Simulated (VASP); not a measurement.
# MgS (I-4m2) in VASP: notebook

The runs below take MgS through single point, with r2SCAN, PBE.

Program: VASP 6.6.1. These are calculated values, not measurements. Logs are shortened: lines on timing, memory, paths and dates and some standing lists are left out, and cuts for length are marked.

**1. The cell of the first run**

It takes space group I-4m2 (No. 119, tetragonal). Conventional cell: a = 4.164 Å, b = 4.164 Å, c = 5.314 Å, α = 90.00°, β = 90.00°, γ = 90.00°. Within 3.3 Å of Mg (site symmetry -4m2) lie 4 S at 2.47 Å. S (site symmetry -4m2) has 4 Mg at 2.47 Å within 3.3 Å.

**2. Single point, r2SCAN (epitaxial xy strain +4.0%)**

Input file POSCAR:

```
MgS
1.0
    0.0000000000      2.9441119149      2.6568738787
    2.9441119149      0.0000000000      2.6568738787
    2.9441119149      2.9441119149      0.0000000000
Mg S
1 1
Direct
    0.0000000000      0.0000000000      0.0000000000
    0.2500000000      0.2500000000      0.2500000000
```

Input file INCAR.step1:

```
ALGO     = Normal         # electronic algorithm
EDIFF    = 1E-4           # SCF threshold, eV
ENCUT    = 520            # plane-wave cutoff, eV
GGA      = PE             # functional
ISMEAR   = 0              # smearing method
LASPH    = True           # aspherical terms in the spheres
LCHARG   = False          # write CHGCAR
LREAL    = False          # projectors in reciprocal space
LWAVE    = True           # write WAVECAR
NBANDS   = 11             # bands
NELM     = 100            # most SCF steps
PREC     = Accurate       # precision mode
SIGMA    = 0.01           # smearing width, eV
```

Input file INCAR.step2:

```
ALGO     = Normal         # electronic algorithm
EDIFF    = 1E-7           # SCF threshold, eV
ENCUT    = 520            # plane-wave cutoff, eV
ISIF     = 2              # what is computed and relaxed
ISMEAR   = 0              # smearing method
ISTART   = 1            
LASPH    = True           # aspherical terms in the spheres
LCHARG   = True           # write CHGCAR
LELF     = True           # ELF
LMIXTAU  = True         
LREAL    = False          # projectors in reciprocal space
LVHAR    = True         
LWAVE    = False          # write WAVECAR
METAGGA  = R2SCAN         # meta-GGA
NBANDS   = 11             # bands
NELM     = 100            # most SCF steps
PREC     = Accurate       # precision mode
SIGMA    = 0.01           # smearing width, eV
```

Input file KPOINTS:

```
k-points
0
Gamma
  8 8 8
```

Potentials or basis: VASP PAW PBE potentials, release 64 (Mg, S).

Launch:

```
$ cat potpaw_PBE.64/Mg/POTCAR potpaw_PBE.64/S/POTCAR > POTCAR
$ cp INCAR.step1 INCAR
$ mpirun -np 1 vasp_std > vasp.out
$ cp INCAR.step2 INCAR
$ mpirun -np 1 vasp_std > vasp.out
```

OUTCAR:

```text
EDIFF = 1E-7
   ENCUT = 520
   ISIF = 2
   ISMEAR = 0
   ISTART = 1
   LASPH = True
   LREAL = False
   METAGGA = R2SCAN
   NELM = 100
   PREC = Accurate

 ion  position               nearest neighbor table
   1  0.000  0.000  0.000-   2 2.47   2 2.47   2 2.47   2 2.47
   2  0.250  0.250  0.250-   1 2.47   1 2.47   1 2.47   1 2.47

  LATTYP: Found a body centered tetragonal cell.
 ALAT       =     4.1636029992
 C/A-ratio  =     1.2762378542

  Lattice vectors:

 A1 = (   0.0000000000,  -2.9441119149,  -2.6568738787)
 A2 = (   0.0000000000,   2.9441119149,  -2.6568738787)
 A3 = (   2.9441119149,   0.0000000000,   2.6568738787)

Analysis of symmetry for initial positions (statically):
=====================================================================
 Subroutine PRICEL returns:
 Original cell was already a primitive cell.

 Routine SETGRP: Setting up the symmetry group for a
 body centered tetragonal supercell.

 Subroutine GETGRP returns: Found  8 space group operations
 (whereof  8 operations were pure point group operations)
 out of a pool of 16 trial point group operations.

The static configuration has the point symmetry D_2d.

Analysis of symmetry for dynamics (positions and initial velocities):
=====================================================================
 Subroutine PRICEL returns:
 Original cell was already a primitive cell.

 Routine SETGRP: Setting up the symmetry group for a
 body centered tetragonal supercell.

 Subroutine GETGRP returns: Found  8 space group operations
 (whereof  8 operations were pure point group operations)
 out of a pool of 16 trial point group operations.

The dynamic configuration has the point symmetry D_2d.

 Subroutine INISYM returns: Found  8 space group operations
 (whereof  8 operations are pure point group operations),
 and found     1 'primitive' translations

----------------------------------------------------------------------------------------

                                     Primitive cell

  volume of cell :      46.0585

  direct lattice vectors                    reciprocal lattice vectors
     0.000000000  2.944111915  2.656873879    -0.169830500  0.169830500  0.188191093
     2.944111915  0.000000000  2.656873879     0.169830500 -0.169830500  0.188191093
     2.944111915  2.944111915  0.000000000     0.169830500  0.169830500 -0.188191093

  length of vectors
     3.965699658  3.965699658  4.163602999     0.305124049  0.305124049  0.305124049

  position of ions in fractional coordinates (direct lattice)
     0.000000000  0.000000000  0.000000000
     0.250000000  0.250000000  0.250000000

  ion indices of the primitive-cell ions
   primitive index   ion index
                 1           1
                 2           2

----------------------------------------------------------------------------------------

 KPOINTS: k-points

Automatic generation of k-mesh.
 Grid dimensions read from file:
 generate k-points for:    8    8    8

 Generating k-lattice:

  Cartesian coordinates                     Fractional coordinates (reciprocal lattice)
    -0.021228813  0.021228813  0.023523887     0.125000000 -0.000000000  0.000000000
     0.021228813 -0.021228813  0.023523887    -0.000000000  0.125000000  0.000000000
     0.021228813  0.021228813 -0.023523887     0.000000000  0.000000000  0.125000000

  Length of vectors
     0.038140506  0.038140506  0.038140506

  Shift w.r.t. Gamma in fractional coordinates (k-lattice)
     0.000000000  0.000000000  0.000000000

 Subroutine IBZKPT returns following result:
 ===========================================

 Found     59 irreducible k-points:

 Following reciprocal coordinates:
            Coordinates               Weight
  0.000000  0.000000  0.000000      1.000000
  0.125000 -0.000000  0.000000      8.000000
  0.250000 -0.000000  0.000000      8.000000
  0.375000 -0.000000  0.000000      8.000000
  0.500000 -0.000000  0.000000      4.000000
  0.125000  0.125000  0.000000      2.000000
[... 16 lines left out ...]
  0.250000 -0.000000  0.125000     16.000000
  0.375000 -0.000000  0.125000     16.000000
 [... further k-points ...]
   k-points           NKPTS =     59   k-points in BZ     NKDIM =     59   number of bands    NBANDS=     11
   number of dos      NEDOS =    301   number of ions     NIONS =      2
   total plane-waves  NPLWV =  28800
   dimension x,y,z NGX =    30 NGY =   30 NGZ =   32
   dimension x,y,z NGXF=    60 NGYF=   60 NGZF=   64
   ions per type =               1   1
   NGX,Y,Z   is equivalent  to a cutoff of  12.58, 12.58, 12.78 a.u.
   NGXF,Y,Z  is equivalent  to a cutoff of  25.15, 25.15, 25.55 a.u.
 SYSTEM =  unknown system
   PREC   = accura    normal or accurate (medium, high low for compatibility)
   ISTART =      1    job   : 0-new  1-cont  2-samecut
   ICHARG =      0    charge: 1-file 2-atom 10-const
   ISPIN  =      1    spin polarized calculation?
   LNONCOLLINEAR =      F non collinear calculations
   LSORBIT =      F    spin-orbit coupling
   LASPH  =      T    aspherical Exc in radial PAW
   ENCUT  =  520.0 eV  38.22 Ry    6.18 a.u.   7.37  7.37  7.74*2*pi/ulx,y,z
   NELM   =    100;   NELMIN=  2; NELMDL=  0     # of ELM steps
   EDIFF  = 0.1E-06   stopping-criterion for ELM
   LREAL  =      F    real-space projection
   EDIFFG = 0.1E-05   stopping-criterion for IOM
   NSW    =      0    number of steps for IOM
   IBRION =     -1    ionic relax: 0-MD 1-quasi-New 2-CG
   NFREE  =      0    steps in history (QN), initial steepest desc. (CG)
   ISIF   =      2    stress and relaxation
   ISYM   =      2    0-nonsym 1-usesym 2-fastsym
   POTIM  = 0.5000    time-step for ionic-motion
   TEBEG  =    0.0;   TEEND  =   0.0 temperature during run
   PSTRESS=    0.0 pullay stress
   NELECT =       8.0000    total number of electrons
   NUPDOWN=      -1.0000    fix difference up-down
   EMIN   =  10.00;   EMAX   =-10.00  energy-range for DOS
   EFERMI =   0.00;   METHOD = LEGACY
   ISMEAR =     0;   SIGMA  =   0.01  broadening in eV -4-tet -1-fermi 0-gaus
   EFERMI_NEDOS =   21; number of points for ismear=-14 and -15
   IALGO  =     38    algorithm
   IMIX   =      4    mixing-type and parameters
     AMIX     =   0.40;   BMIX     =  1.00
     AMIX_MAG =   1.60;   BMIX_MAG =  1.00
  volume/ion in A,a.u.               =      23.03       155.41
  Fermi-wavevector in a.u.,A,eV,Ry     =   0.913415  1.726105 11.351716  0.834328
  Thomas-Fermi vector in A             =   2.037924
   LORBIT       =      0    0 simple, 1 ext, 2 COOP (PROOUT), +10 PAW based schemes
   METAGGA = R2SCAN    functional components
   LHFCALC =     F    Hartree Fock is set to
   AEXX    =    0.0000 exact exchange contribution
   IVDW    =     0    specifies the selected vdW correction
   LEPSILON=     F    determine dielectric tensor
   LRPA    =     F    only Hartree local field effects (RPA)
 non-spin polarized calculation
 Gauss-broadening in eV      SIGMA  =   0.01
  energy-cutoff  :      520.00
  volume of cell :       46.06
 maximum number of plane-waves:      1257
 NGX is ok and might be reduce to    30
   NGX = 15   NGY = 15   NGZ = 15

 number of electron       8.0000001 magnetization

 Free energy of the ion-electron system (eV)
  ---------------------------------------------------
  ext. energy  EPLUGINS =         0.00000000
  ---------------------------------------------------
  free energy    TOTEN  =       -15.42767081 eV

  energy without entropy =      -15.42767081  energy(sigma->0) =      -15.42767081

 E-fermi :   0.9470     XC(G=0):  -8.7226

 val. band max:        0.8500448453   @ k =   0.0000   0.0000   0.0000
 cond. band min:       4.7092402326   @ k =   0.0000   0.0000   0.0000
 fundamental gap:      3.8591953872
 Fermi energy:         0.9470174334

 k-point     1 :       0.0000    0.0000    0.0000
  band No.  band energies     occupation
      1     -10.9941      2.00000
      2       0.6273      2.00000
      3       0.6275      2.00000
      4       0.8500      2.00000
      5       4.7092      0.00000
      6       9.2676      0.00000
      7       9.2678      0.00000
      8       9.3318      0.00000
      9      11.2836      0.00000
     10      12.6999      0.00000
     11      14.5979      0.00000

 k-point     2 :       0.1250   -0.0000    0.0000
  band No.  band energies     occupation
      1     -10.9064      2.00000
      2       0.0423      2.00000
      3       0.5464      2.00000
      4       0.7527      2.00000
      5       5.3544      0.00000
      6       9.0391      0.00000
      7       9.3736      0.00000
      8       9.5470      0.00000
      9      11.0369      0.00000
     10      12.0576      0.00000
     11      14.7445      0.00000

 k-point     3 :       0.2500   -0.0000    0.0000
  band No.  band energies     occupation
      1     -10.6801      2.00000
      2      -1.1139      2.00000
      3       0.3646      2.00000
      4       0.6786      2.00000
      5       6.2157      0.00000
      6       8.9353      0.00000
      7       9.0717      0.00000
      8       9.9453      0.00000
      9      11.6695      0.00000
     10      11.7529      0.00000
     11      13.9950      0.00000
[... 267 lines left out ...]
 k-point    23 :       0.2500   -0.0000    0.1250
  band No.  band energies     occupation
      1     -10.7109      2.00000
      2      -0.8219      2.00000
      3       0.3244      2.00000
      4       0.5134      2.00000
      5       6.3279      0.00000
      6       8.4982      0.00000
      7       9.0960      0.00000
      8      10.0297      0.00000
      9      10.8556      0.00000
     10      12.5157      0.00000
     11      15.3438      0.00000

 k-point    24 :       0.3750   -0.0000    0.1250
  band No.  band energies     occupation
      1     -10.4653      2.00000
      2      -1.7218      2.00000
      3       0.0598      2.00000
      4       0.4157      2.00000
      5       6.7892      0.00000
      6       8.1612      0.00000
      7       9.2440      0.00000
      8      10.0945      0.00000
      9      12.2242      0.00000
     10      13.3351      0.00000
     11      14.8027      0.00000

 [... further k-points ...]

------------------------ aborting loop because EDIFF is reached ----------------------------------------

  FORCE on cell =-STRESS in cart. coord.  units (eV):
  Direction    XX          YY          ZZ          XY          YZ          ZX
  --------------------------------------------------------------------------------------
  -------------------------------------------------------------------------------------
  Total       -0.5898551     -0.5898551     -0.0646157      0.0000000      0.0000000     -0.0000000
  in kB      -20.5185362    -20.5185362     -2.2477049      0.0000000      0.0000000     -0.0000000
  external PRESSURE =     -14.4282591 kB  Pullay stress =       0.0000000 kB

 VOLUME and BASIS-vectors are now :
 -----------------------------------------------------------------------------
  energy-cutoff  :      520.00
  volume of cell :       46.06
      direct lattice vectors                 reciprocal lattice vectors
     0.000000000  2.944111915  2.656873879    -0.169830500  0.169830500  0.188191093
     2.944111915  0.000000000  2.656873879     0.169830500 -0.169830500  0.188191093
     2.944111915  2.944111915  0.000000000     0.169830500  0.169830500 -0.188191093

 POSITION                                       TOTAL-FORCE (eV/Angst)
 -----------------------------------------------------------------------------------
      0.00000      0.00000      0.00000        -0.000000     -0.000000     -0.000000
      1.47206      1.47206      1.32844         0.000000      0.000000      0.000000
 -----------------------------------------------------------------------------------
    total drift:                               -0.001462     -0.001462     -0.001688

  FREE ENERGIE OF THE ION-ELECTRON SYSTEM (eV)
  ---------------------------------------------------
  free  energy   TOTEN  =       -15.4276708066 eV

  energy  without entropy=      -15.4276708066  energy(sigma->0) =      -15.42767081
```

It took 2 min on 1 thread of Intel Xeon Platinum 8259CL at 2.50GHz (Skylake/Cascade Lake), shared host; peak memory 0.19 GiB.

What came out:

```
Free energy            : -15.4277 eV
Pressure               : -1.4 GPa
Band gap on the k mesh : 3.86 eV, direct
```

Stress tensor (GPa, compression positive):
```
-2.05  0.00  0.00
 0.00 -2.05  0.00
 0.00  0.00 -0.22
```

Levels at points of the mesh, in eV from the valence-band top:
```csv
k point,band 1,band 2,band 3,band 4,band 5,band 6,band 7,band 8
"(0.00, 0.00, 0.00)",-11.84,-0.22,-0.22,0.00,3.86,8.42,8.42,8.48
"(0.50, 0.00, 0.00)",-11.16,-3.25,-0.72,-0.26,5.43,7.56,8.72,9.10
"(0.50, 0.50, 0.00)",-10.85,-2.61,-1.50,-1.50,4.06,5.55,12.59,12.66
"(0.50, 0.00, 0.50)",-11.00,-3.09,-1.04,-0.99,4.28,6.36,11.30,12.09
```

Caveat: the cell differs from its parent crystal (epitaxial xy strain +4.0%); the PAW data sets were made with another functional, which shifts forces and pressure a little. A k mesh can miss the band edges.

(Part 1 of 3 ends here.)
